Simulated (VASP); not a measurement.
# KCl: single point with PBEsol

Crystal: KCl.

```xyz
2
Lattice="3.6340 0.0545 0.0545 0.0545 3.6340 0.0545 0.0545 0.0545 3.6340" Properties=species:S:1:pos:R:3 pbc="T T T"
K     0.0000    0.0000    0.0000
Cl    1.8715    1.8715    1.8715
```

This cell differs from its parent crystal: equal xy, yz and zx shear strains of +3 %.

```json
{"Program": "VASP 6.6.1", "Task": "single point", "Functional": "PBEsol", "Potentials or basis": "VASP PAW PBE potentials, release 64 (K_sv, Cl)", "Cutoff": "520 eV", "k mesh": "7 × 7 × 7", "Occupations": "fermi-dirac, width 0.02 eV", "Spin": "no spin polarisation", "Dipole correction": "no", "Further INCAR settings": "ALGO = Normal; EDIFF = 1e-06; NBANDS = 15"}
```

| Item | Value |
| --- | --- |
| Pressure | 2.5 GPa |
| Band gap on the k mesh | 5.40 eV, indirect (least direct gap 5.57 eV) |

Stress tensor (GPa, compression positive):
```
 2.49 -0.33 -0.33
-0.33  2.49 -0.33
-0.33 -0.33  2.49
```

Levels at points of the mesh, in eV from the valence-band top:
```tsv
k point	band 5	band 6	band 7	band 8	band 9	band 10	band 11	band 12
(0.00, 0.00, 0.00)	-11.01	-0.22	-0.22	-0.18	5.40	6.26	6.26	10.93
```

Run time: 19 s on 1 thread of AMD EPYC 7R43 64-Core Processor (Zen 3), with other jobs on the host, peak memory 0.13 GiB.

Caveat: the cell differs from its parent crystal (equal xy, yz and zx shear strains of +3 %); the PAW data sets were made with another functional, which shifts forces and pressure a little. A k mesh can miss the band edges.
